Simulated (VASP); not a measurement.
Input of a VASP 6.6.1 run:

The input INCAR:

```
PREC = Accurate
ENCUT = 520
EDIFF = 1E-7
ISMEAR = -1
SIGMA = 0.08
LREAL = False
LASPH = True
NELM = 100
ALGO = Normal
ISIF = 2
LWAVE = False
LCHARG = False
NBANDS = 20
```

File KPOINTS:

```
Automatic mesh
0
Gamma
  12 12 10
```

POSCAR

```
Ga
1.0
    1.4645000000     -4.1056500000      0.0000000000
    1.4645000000      4.1056500000      0.0000000000
    0.0000000000      0.0000000000      3.1700000000
Ga
2
Direct
    0.8670000000      0.1330000000      0.2500000000
    0.1330000000      0.8670000000      0.7500000000
```

Potentials or basis: VASP PAW LDA potentials, release 64 (Ga_d).

The run is started by

```console
$ cat potpaw_LDA.64/Ga_d/POTCAR > POTCAR
$ mpirun -np 1 vasp_std > vasp.out
```

Q: What does it give for the pressure?

A: -4.5 GPa.

Q: What does it give for the band gap on the k mesh?

A: Zero (band 13 reaches 10.39 eV, above the bottom of band 14 at 1.11 eV).

Q: Predict the largest force.

A: 0.173 eV/Å.

Forces on the atoms (eV/Å):
```
Ga   0.000  0.173  0.000
Ga   0.000 -0.173  0.000
```

Caveat: the cell differs from its parent crystal (equal xx and yy strain of +1 %).
